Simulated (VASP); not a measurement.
Write the native input for VASP 6.6.1 that does the following.

| Property | Result |
| --- | --- |
| Task | single point |
| Functional | PBEsol |
| Potentials or basis | VASP PAW PBE potentials, release 64 (Ti_sv, Al) |
| Cutoff | 520 eV |
| k mesh | 14 × 8 × 8 |
| Occupations | gaussian, width 0.1 eV |
| Spin | no spin polarisation |
| Dipole correction | no |
| Further INCAR settings | ALGO = Fast; EDIFF = 1e-07; NBANDS = 18 |

The structure of TiAl3 lies in POSCAR:

```
TiAl3
1.0
    2.8396770000      0.0000000000      0.0000000000
    0.0000000000      4.6812640000      0.0000000000
    0.0000000000      0.0000000000      4.9007420000
Ti Al
1 3
Direct
    0.0000000000      0.5000000000      0.1659160000
    0.5000000000      0.5000000000      0.6672710000
    0.5000000000      0.0000000000      0.3309120000
    0.0000000000      0.0000000000      0.8359000000
```

The input as run:

INCAR

```
PREC     = Accurate       # precision mode
ENCUT    = 520            # plane-wave cutoff, eV
EDIFF    = 1E-7           # SCF threshold, eV
ISMEAR   = 0              # smearing method
SIGMA    = 0.1            # smearing width, eV
LREAL    = F              # projectors in reciprocal space
LASPH    = T              # aspherical terms in the spheres
NELM     = 100            # most SCF steps
ALGO     = Fast           # electronic algorithm
ISIF     = 2              # what is computed and relaxed
LWAVE    = F              # write WAVECAR
LCHARG   = F              # write CHGCAR
GGA      = PS             # functional
NBANDS   = 18             # bands
```

KPOINTS

```
regular mesh
0
Gamma
  14 8 8
```

Potentials or basis: VASP PAW PBE potentials, release 64 (Ti_sv, Al).

Run with:

```console
$ cat potpaw_PBE.64/Ti_sv/POTCAR potpaw_PBE.64/Al/POTCAR > POTCAR
$ mpirun -np 1 vasp_std > vasp.out
```

Results of the run:

```
Pressure               : -2.4 GPa
Largest force          : 0.052 eV/Å
Band gap on the k mesh : zero (an odd number of electrons rules out a gap without spin polarisation)
```

Caveat: the PAW data sets were made with another functional, which shifts forces and pressure a little.

Run time: 14 min on 1 thread of AMD EPYC 7R13, with other jobs on the host, peak memory 0.34 GiB.
